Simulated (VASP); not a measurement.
# CaHN (I4mm) in VASP: a series of runs

Runs on CaHN. Level: LDA. Tasks: single point.

All numbers are computed with VASP 6.6.1; they aren't measurements. Logs are shortened: lines on timing, memory, paths and dates and some standing lists are left out, and cuts for length are marked.

### 1 The cell of the first run

Symmetry: I4mm, No. 107, tetragonal system. Conventional cell: a = 3.480 Å, b = 3.480 Å, c = 5.601 Å, α = 90.00°, β = 90.00°, γ = 90.00°. Within 3.0 Å of Ca (site symmetry 4mm) lie 5 N at 2.28 to 2.52 Å and 5 H at 2.31 to 2.51 Å. H (site symmetry 4mm) has 1 N at 1.02 Å within 1.4 Å. Within 1.4 Å of N (site symmetry 4mm) lie 1 H at 1.02 Å.

### 2 Single point, LDA

The input, INCAR:

```
SYSTEM = CaHN
ALGO = Normal
EDIFF = 1E-7
ENCUT = 520
GGA = CA
ISIF = 2
ISMEAR = 0
LASPH = .TRUE.
LCHARG = .FALSE.
LREAL = .FALSE.
LWAVE = .FALSE.
NBANDS = 15
NELM = 60
PREC = Accurate
SIGMA = 0.01
```

The input, KPOINTS:

```
k-points
0
G
  8 8 8
  0 0 0
```

The input, POSCAR:

```
CaHN
1.0
   -1.7401986990      1.7401986990      2.8006600262
    1.7401986990     -1.7401986990      2.8006600262
    1.7401986990      1.7401986990     -2.8006600262
Ca H N
1 1 1
Direct
    0.0517200000      0.0517200000      0.0000000000
    0.6399400000      0.6399400000      0.0000000000
    0.4583500000      0.4583500000      0.0000000000
```

Potentials or basis: VASP PAW LDA potentials, release 64 (Ca_sv, H, N).

Started as:

```bash
$ cat potpaw_LDA.64/Ca_sv/POTCAR potpaw_LDA.64/H/POTCAR potpaw_LDA.64/N/POTCAR > POTCAR
$ mpirun -np 1 vasp_std > vasp.out
```

OUTCAR:

```text
SYSTEM = CaHN
   EDIFF = 1E-7
   ENCUT = 520
   GGA = CA
   ISIF = 2
   ISMEAR = 0
   LASPH = .TRUE.
   LREAL = .FALSE.
   NELM = 60
   PREC = Accurate

 ion  position               nearest neighbor table
   1  0.052  0.052  0.000-   3 2.28
   2  0.640  0.640  0.000-   3 1.02
   3  0.458  0.458  0.000-   2 1.02   1 2.28

  LATTYP: Found a body centered tetragonal cell.
 ALAT       =     3.4803973980
 C/A-ratio  =     1.6093909436

  Lattice vectors:

 A1 = (  -1.7401986990,   1.7401986990,   2.8006600262)
 A2 = (   1.7401986990,  -1.7401986990,   2.8006600262)
 A3 = (   1.7401986990,   1.7401986990,  -2.8006600262)

Analysis of symmetry for initial positions (statically):
=====================================================================
 Subroutine PRICEL returns:
 Original cell was already a primitive cell.

 Routine SETGRP: Setting up the symmetry group for a
 body centered tetragonal supercell.

 Subroutine GETGRP returns: Found  8 space group operations
 (whereof  8 operations were pure point group operations)
 out of a pool of 16 trial point group operations.

The static configuration has the point symmetry C_4v.

Analysis of symmetry for dynamics (positions and initial velocities):
=====================================================================
 Subroutine PRICEL returns:
 Original cell was already a primitive cell.

 Routine SETGRP: Setting up the symmetry group for a
 body centered tetragonal supercell.

 Subroutine GETGRP returns: Found  8 space group operations
 (whereof  8 operations were pure point group operations)
 out of a pool of 16 trial point group operations.

The dynamic configuration has the point symmetry C_4v.

 Subroutine INISYM returns: Found  8 space group operations
 (whereof  8 operations are pure point group operations),
 and found     1 'primitive' translations

----------------------------------------------------------------------------------------

                                     Primitive cell

  volume of cell :      33.9249

  direct lattice vectors                    reciprocal lattice vectors
    -1.740198699  1.740198699  2.800660026     0.000000000  0.287323511  0.178529345
     1.740198699 -1.740198699  2.800660026     0.287323511  0.000000000  0.178529345
     1.740198699  1.740198699 -2.800660026     0.287323511  0.287323511  0.000000000

  length of vectors
     3.728307874  3.728307874  3.728307874     0.338271381  0.338271381  0.406336806

  position of ions in fractional coordinates (direct lattice)
     0.051720000  0.051720000  0.000000000
     0.639940000  0.639940000  0.000000000
     0.458350000  0.458350000  0.000000000

  ion indices of the primitive-cell ions
   primitive index   ion index
                 1           1
                 2           2
                 3           3

----------------------------------------------------------------------------------------

 KPOINTS: k-points

Automatic generation of k-mesh.
 Grid dimensions read from file:
 generate k-points for:    8    8    8

 Generating k-lattice:

  Cartesian coordinates                     Fractional coordinates (reciprocal lattice)
     0.000000000  0.035915439  0.022316168     0.125000000  0.000000000 -0.000000000
     0.035915439  0.000000000  0.022316168     0.000000000  0.125000000 -0.000000000
     0.035915439  0.035915439  0.000000000     0.000000000  0.000000000  0.125000000

  Length of vectors
     0.042283923  0.042283923  0.050792101

  Shift w.r.t. Gamma in fractional coordinates (k-lattice)
     0.000000000  0.000000000  0.000000000

 Subroutine IBZKPT returns following result:
 ===========================================

 Found     59 irreducible k-points:

 Following reciprocal coordinates:
            Coordinates               Weight
  0.000000  0.000000  0.000000      1.000000
  0.125000  0.000000  0.000000      8.000000
  0.250000  0.000000  0.000000      8.000000
  0.375000 -0.000000  0.000000      8.000000
  0.500000  0.000000  0.000000      4.000000
  0.125000  0.125000  0.000000      8.000000
[... 16 lines left out ...]
  0.250000  0.125000  0.125000     16.000000
  0.375000  0.125000  0.125000      8.000000
 [... further k-points ...]
   k-points           NKPTS =     59   k-points in BZ     NKDIM =     59   number of bands    NBANDS=     15
   number of dos      NEDOS =    301   number of ions     NIONS =      3
   total plane-waves  NPLWV =  21952
   dimension x,y,z NGX =    28 NGY =   28 NGZ =   28
   dimension x,y,z NGXF=    56 NGYF=   56 NGZF=   56
   ions per type =               1   1   1
   NGX,Y,Z   is equivalent  to a cutoff of  12.49, 12.49, 12.49 a.u.
   NGXF,Y,Z  is equivalent  to a cutoff of  24.97, 24.97, 24.97 a.u.
 SYSTEM =  CaHN
   PREC   = accura    normal or accurate (medium, high low for compatibility)
   ISTART =      0    job   : 0-new  1-cont  2-samecut
   ICHARG =      2    charge: 1-file 2-atom 10-const
   ISPIN  =      1    spin polarized calculation?
   LNONCOLLINEAR =      F non collinear calculations
   LSORBIT =      F    spin-orbit coupling
   LASPH  =      T    aspherical Exc in radial PAW
   ENCUT  =  520.0 eV  38.22 Ry    6.18 a.u.   6.93  6.93  6.93*2*pi/ulx,y,z
   NELM   =     60;   NELMIN=  2; NELMDL= -5     # of ELM steps
   EDIFF  = 0.1E-06   stopping-criterion for ELM
   LREAL  =      F    real-space projection
   EDIFFG = 0.1E-05   stopping-criterion for IOM
   NSW    =      0    number of steps for IOM
   IBRION =     -1    ionic relax: 0-MD 1-quasi-New 2-CG
   NFREE  =      0    steps in history (QN), initial steepest desc. (CG)
   ISIF   =      2    stress and relaxation
   ISYM   =      2    0-nonsym 1-usesym 2-fastsym
   POTIM  = 0.5000    time-step for ionic-motion
   TEBEG  =    0.0;   TEEND  =   0.0 temperature during run
   PSTRESS=    0.0 pullay stress
   NELECT =      16.0000    total number of electrons
   NUPDOWN=      -1.0000    fix difference up-down
   EMIN   =  10.00;   EMAX   =-10.00  energy-range for DOS
   EFERMI =   0.00;   METHOD = LEGACY
   ISMEAR =     0;   SIGMA  =   0.01  broadening in eV -4-tet -1-fermi 0-gaus
   EFERMI_NEDOS =   21; number of points for ismear=-14 and -15
   IALGO  =     38    algorithm
   IMIX   =      4    mixing-type and parameters
     AMIX     =   0.40;   BMIX     =  1.00
     AMIX_MAG =   1.60;   BMIX_MAG =  1.00
  volume/ion in A,a.u.               =      11.31        76.31
  Fermi-wavevector in a.u.,A,eV,Ry     =   1.274311  2.408099 22.094077  1.623869
  Thomas-Fermi vector in A             =   2.407086
   LORBIT       =      0    0 simple, 1 ext, 2 COOP (PROOUT), +10 PAW based schemes
   GGA     = CA    functional components
   LHFCALC =     F    Hartree Fock is set to
   AEXX    =    0.0000 exact exchange contribution
   IVDW    =     0    specifies the selected vdW correction
   LEPSILON=     F    determine dielectric tensor
   LRPA    =     F    only Hartree local field effects (RPA)
 non-spin polarized calculation
 Gauss-broadening in eV      SIGMA  =   0.01
  energy-cutoff  :      520.00
  volume of cell :       33.92
 maximum number of plane-waves:       938
   NGX = 13   NGY = 13   NGZ = 13

 number of electron      16.0000000 magnetization

 Free energy of the ion-electron system (eV)
  ---------------------------------------------------
  ext. energy  EPLUGINS =         0.00000000
  ---------------------------------------------------
  free energy    TOTEN  =       -17.39392384 eV

  energy without entropy =      -17.39392384  energy(sigma->0) =      -17.39392384

 E-fermi :   2.8073     XC(G=0): -10.4857

 val. band max:        2.6173743487   @ k =   0.0000   0.0000   0.0000
 cond. band min:       4.9244689924   @ k =   0.0000   0.0000   0.0000
 fundamental gap:      2.3070946438
 Fermi energy:         2.8072509383

 k-point     1 :       0.0000    0.0000    0.0000
  band No.  band energies     occupation
      1     -35.7202      2.00000
      2     -17.0355      2.00000
      3     -16.8738      2.00000
      4     -16.8738      2.00000
      5     -11.5780      2.00000
      6      -0.9864      2.00000
      7       2.6174      2.00000
      8       2.6174      2.00000
      9       4.9245      0.00000
     10       6.9154      0.00000
     11       8.0678      0.00000
     12       8.0678      0.00000
     13       8.1674      0.00000
     14       9.0908      0.00000
     15      14.7558      0.00000

 k-point     2 :       0.1250    0.0000    0.0000
  band No.  band energies     occupation
      1     -35.7124      2.00000
      2     -17.0746      2.00000
      3     -16.9429      2.00000
      4     -16.8743      2.00000
      5     -11.4297      2.00000
      6      -1.1783      2.00000
      7       2.0999      2.00000
      8       2.4747      2.00000
      9       5.5105      0.00000
     10       7.0052      0.00000
     11       7.6944      0.00000
     12       7.9641      0.00000
     13       9.0230      0.00000
     14       9.6619      0.00000
     15      15.2273      0.00000

 k-point     3 :       0.2500    0.0000    0.0000
  band No.  band energies     occupation
      1     -35.6937      2.00000
      2     -17.2453      2.00000
      3     -17.0174      2.00000
      4     -16.8755      2.00000
      5     -11.0812      2.00000
      6      -1.6386      2.00000
      7       1.2855      2.00000
      8       2.1378      2.00000
      9       6.2277      0.00000
     10       7.4937      0.00000
     11       8.1808      0.00000
     12       8.2171      0.00000
     13       9.9724      0.00000
     14      10.5486      0.00000
     15      15.0687      0.00000

 k-point     4 :       0.3750   -0.0000    0.0000
  band No.  band energies     occupation
      1     -35.6748      2.00000
      2     -17.4370      2.00000
      3     -17.0524      2.00000
      4     -16.8767      2.00000
      5     -10.7398      2.00000
      6      -2.1003      2.00000
      7       0.7030      2.00000
      8       1.8180      2.00000
      9       6.6333      0.00000
     10       8.2841      0.00000
     11       8.8818      0.00000
     12       9.1357      0.00000
     13      10.7495      0.00000
     14      10.9921      0.00000
     15      13.9047      0.00000
[... 307 lines left out ...]
 k-point    22 :       0.1250    0.1250    0.1250
  band No.  band energies     occupation
      1     -35.6768      2.00000
      2     -17.2571      2.00000
      3     -17.0312      2.00000
      4     -17.0036      2.00000
      5     -10.9845      2.00000
      6      -1.6026      2.00000
      7       0.9926      2.00000
      8       1.8090      2.00000
      9       6.6714      0.00000
     10       6.8572      0.00000
     11       9.0850      0.00000
     12       9.1504      0.00000
     13       9.5812      0.00000
     14      10.9966      0.00000
     15      15.1087      0.00000

 k-point    23 :       0.2500    0.1250    0.1250
  band No.  band energies     occupation
      1     -35.6610      2.00000
      2     -17.3501      2.00000
      3     -17.0684      2.00000
      4     -17.0231      2.00000
      5     -10.8532      2.00000
      6      -1.8930      2.00000
      7       0.8916      2.00000
      8       1.5483      2.00000
      9       6.9595      0.00000
     10       7.6340      0.00000
     11       9.2153      0.00000
     12       9.6917      0.00000
     13      10.1787      0.00000
     14      11.5504      0.00000
     15      13.4290      0.00000

 k-point    24 :       0.3750    0.1250    0.1250
  band No.  band energies     occupation
      1     -35.6545      2.00000
      2     -17.3931      2.00000
      3     -17.0801      2.00000
      4     -17.0288      2.00000
      5     -10.8013      2.00000
      6      -2.0081      2.00000
      7       0.8572      2.00000
      8       1.4522      2.00000
      9       7.1705      0.00000
     10       7.8635      0.00000
     11       9.1220      0.00000
     12       9.9937      0.00000
     13      10.8045      0.00000
     14      11.8841      0.00000
     15      12.7648      0.00000

 [... further k-points ...]
[... 5 lines left out ...]
  --------------------------------------------------------------------------------------
  -------------------------------------------------------------------------------------
  Total       -0.3843485     -0.3843485      0.4005899      0.0000000     -0.0000000      0.0000000
  in kB      -18.1517174    -18.1517174     18.9187555      0.0000000     -0.0000000      0.0000000
  external PRESSURE =      -5.7948931 kB  Pullay stress =       0.0000000 kB

 VOLUME and BASIS-vectors are now :
 -----------------------------------------------------------------------------
  energy-cutoff  :      520.00
  volume of cell :       33.92
      direct lattice vectors                 reciprocal lattice vectors
    -1.740198699  1.740198699  2.800660026     0.000000000  0.287323511  0.178529345
     1.740198699 -1.740198699  2.800660026     0.287323511  0.000000000  0.178529345
     1.740198699  1.740198699 -2.800660026     0.287323511  0.287323511  0.000000000

 POSITION                                       TOTAL-FORCE (eV/Angst)
 -----------------------------------------------------------------------------------
      0.00000      0.00000      0.28970        -0.000000     -0.000000      0.058975
      0.00000      0.00000      3.58451        -0.000000     -0.000000      0.926987
      0.00000      0.00000      2.56737         0.000000      0.000000     -0.985962
 -----------------------------------------------------------------------------------
    total drift:                               -0.000000     -0.000000      0.000037

  FREE ENERGIE OF THE ION-ELECTRON SYSTEM (eV)
  ---------------------------------------------------
  free  energy   TOTEN  =       -17.3939238387 eV

  energy  without entropy=      -17.3939238387  energy(sigma->0) =      -17.39392384
```

Wall time 41 s (1 thread of Intel Xeon Platinum 8375C at 2.90GHz (Ice Lake), shared host); peak memory 0.16 GiB.

Results:

- Free energy: -17.3939 eV
- Pressure: -0.6 GPa
- Largest force: 0.986 eV/Å
- Band gap on the k mesh: 2.31 eV, direct

Forces on the atoms (eV/Å):
```
Ca   0.000  0.000  0.059
H    0.000  0.000  0.927
N    0.000  0.000 -0.986
```

Stress tensor (GPa, compression positive):
```
-1.82  0.00  0.00
 0.00 -1.82  0.00
 0.00  0.00  1.89
```

A k mesh can miss the band edges.

### 3 Single point, LDA

This run uses another cell than the first one, of 11.78 Å³/atom, 1.042 times its volume.

The input, INCAR:

```
SYSTEM = CaHN
ALGO     = Normal         ! electronic algorithm
EDIFF    = 1E-6           ! SCF threshold, eV
ENCUT    = 520            ! plane-wave cutoff, eV
ISIF     = 2              ! what is computed and relaxed
ISMEAR   = 0              ! smearing method
LASPH    = .TRUE.         ! aspherical terms in the spheres
LCHARG   = .TRUE.         ! write CHGCAR
LELF     = .TRUE.         ! ELF
LREAL    = .FALSE.        ! projectors in reciprocal space
LVHAR    = .TRUE.       
LWAVE    = .FALSE.        ! write WAVECAR
NBANDS   = 15             ! bands
NELM     = 60             ! most SCF steps
PREC     = Accurate       ! precision mode
SIGMA    = 0.01           ! smearing width, eV
```

KPOINTS is that of step 2.

The input, POSCAR:

```
CaHN
1.0
   -1.7640400000      1.7640400000      2.8390300000
    1.7640400000     -1.7640400000      2.8390300000
    1.7640400000      1.7640400000     -2.8390300000
Ca H N
1 1 1
Direct
    0.0517200000      0.0517200000      0.0000000000
    0.6399400000      0.6399400000      0.0000000000
    0.4583500000      0.4583500000      0.0000000000
```

Potentials or basis: VASP PAW LDA potentials, release 64 (Ca_sv, H, N).

Started as:

```bash
$ cat potpaw_LDA.64/Ca_sv/POTCAR potpaw_LDA.64/H/POTCAR potpaw_LDA.64/N/POTCAR > POTCAR
$ mpirun -np 1 vasp_std > vasp.out
```

OUTCAR:

```text
SYSTEM = CaHN
   EDIFF = 1E-6
   ENCUT = 520
   ISIF = 2
   ISMEAR = 0
   LASPH = .TRUE.
   LREAL = .FALSE.
   NELM = 60
   PREC = Accurate

 ion  position               nearest neighbor table
   1  0.052  0.052  0.000-   3 2.31
   2  0.640  0.640  0.000-   3 1.03
   3  0.458  0.458  0.000-   2 1.03   1 2.31

  LATTYP: Found a body centered tetragonal cell.
 ALAT       =     3.5280800000
 C/A-ratio  =     1.6093909435

  Lattice vectors:

 A1 = (  -1.7640400000,   1.7640400000,   2.8390300000)
 A2 = (   1.7640400000,  -1.7640400000,   2.8390300000)
[... 613 lines left out ...]
     13      10.3010      0.00000
     14      11.3331      0.00000
     15      12.1873      0.00000

 [... further k-points ...]
[... 5 lines left out ...]
  --------------------------------------------------------------------------------------
  -------------------------------------------------------------------------------------
  Total       -1.0443534     -1.0443534     -0.7505383      0.0000000     -0.0000000      0.0000000
  in kB      -47.3490444    -47.3490444    -34.0280167      0.0000000     -0.0000000      0.0000000
  external PRESSURE =     -42.9087018 kB  Pullay stress =       0.0000000 kB

 VOLUME and BASIS-vectors are now :
 -----------------------------------------------------------------------------
  energy-cutoff  :      520.00
  volume of cell :       35.34
      direct lattice vectors                 reciprocal lattice vectors
    -1.764040000  1.764040000  2.839030000     0.000000000  0.283440285  0.176116490
     1.764040000 -1.764040000  2.839030000     0.283440285  0.000000000  0.176116490
     1.764040000  1.764040000 -2.839030000     0.283440285  0.283440285  0.000000000

 POSITION                                       TOTAL-FORCE (eV/Angst)
 -----------------------------------------------------------------------------------
      0.00000      0.00000      0.29367         0.000000      0.000000      0.140642
      0.00000      0.00000      3.63362         0.000000      0.000000      0.400902
      0.00000      0.00000      2.60254        -0.000000     -0.000000     -0.541544
 -----------------------------------------------------------------------------------
    total drift:                               -0.000000     -0.000000      0.000205

  FREE ENERGIE OF THE ION-ELECTRON SYSTEM (eV)
  ---------------------------------------------------
  free  energy   TOTEN  =       -17.3733725502 eV

  energy  without entropy=      -17.3733725502  energy(sigma->0) =      -17.37337255
```

Wall time 34 s (1 thread of Intel Xeon Platinum 8375C at 2.90GHz (Ice Lake), shared host); peak memory 0.17 GiB.

What came out:

- Free energy: -17.3734 eV
- Pressure: -4.3 GPa
- Largest force: 0.542 eV/Å
- Band gap on the k mesh: 2.09 eV, direct

Forces in eV/Å, atoms in the order of the input:
```
Ca   0.000  0.000  0.141
H    0.000  0.000  0.401
N    0.000  0.000 -0.542
```

Levels at points of the mesh, in eV from the valence-band top:
```tsv
k point	band 4	band 5	band 6	band 7	band 8	band 9	band 10	band 11	band 12	band 13
(0.00, 0.00, 0.00)	-19.67	-14.04	-3.57	0.00	0.00	2.09	4.23	5.33	5.33	5.38
(0.50, 0.00, 0.00)	-19.67	-13.16	-4.83	-2.06	-0.87	4.14	5.62	6.55	6.87	8.05
(0.50, 0.50, 0.00)	-19.86	-13.60	-3.77	-1.57	-1.08	3.15	4.30	6.80	6.92	7.80
(0.50, 0.50, 0.50)	-19.75	-13.60	-4.81	-0.15	-0.15	2.65	4.52	6.91	7.28	7.28
```

As with any semilocal functional, this LDA gap is likely too small.

(Continued in part 2 of 2.)
